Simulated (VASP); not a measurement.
Input of a VASP 6.6.1 run:

Contents of INCAR:

```
SYSTEM = PbS
ALGO = Normal ; EDIFF = 1E-6
ENCUT = 520 ; GGA = CA
ISIF = 2 ; ISMEAR = -1
LASPH = .True. ; LCHARG = .False.
LREAL = .False. ; LWAVE = .False.
NBANDS = 28 ; NELM = 80
PREC = Accurate ; SIGMA = 0.05
```

The input KPOINTS:

```
k-points
0
Gamma
  7 7 6
  0 0 0
```

The input POSCAR:

```
PbS
1.0
    2.0799526950     -5.9912968650      0.0000000000
    2.0799526950      5.9912968650      0.0000000000
    0.0000000000      0.0000000000      4.2793209400
Pb S
2 2
Direct
    0.1305633500      0.8694366500      0.2500000000
    0.8694366500      0.1305633500      0.7500000000
    0.3547970900      0.6452029100      0.2500000000
    0.6452029100      0.3547970900      0.7500000000
```

Potentials or basis: VASP PAW LDA potentials, release 64 (Pb_d, S).

Run with:

```sh
$ cat potpaw_LDA.64/Pb_d/POTCAR potpaw_LDA.64/S/POTCAR > POTCAR
$ mpirun -np 1 vasp_std > vasp.out
```

Question: What does it give for the band gap on the k mesh?

Answer: 1.10 eV, indirect (least direct gap 1.28 eV).

Question: Predict the pressure.

Answer: -3.5 GPa.

Question: Estimate the largest force.

Answer: 0.100 eV/Å.

Forces in eV/Å, atoms in the order of the input:
```
Pb   0.000 -0.100  0.000
Pb   0.000  0.100  0.000
S    0.000  0.051  0.000
S    0.000 -0.051  0.000
```

Caveat: spin-orbit coupling is left out, which moves the levels of the heavy elements. A k mesh can miss the band edges.
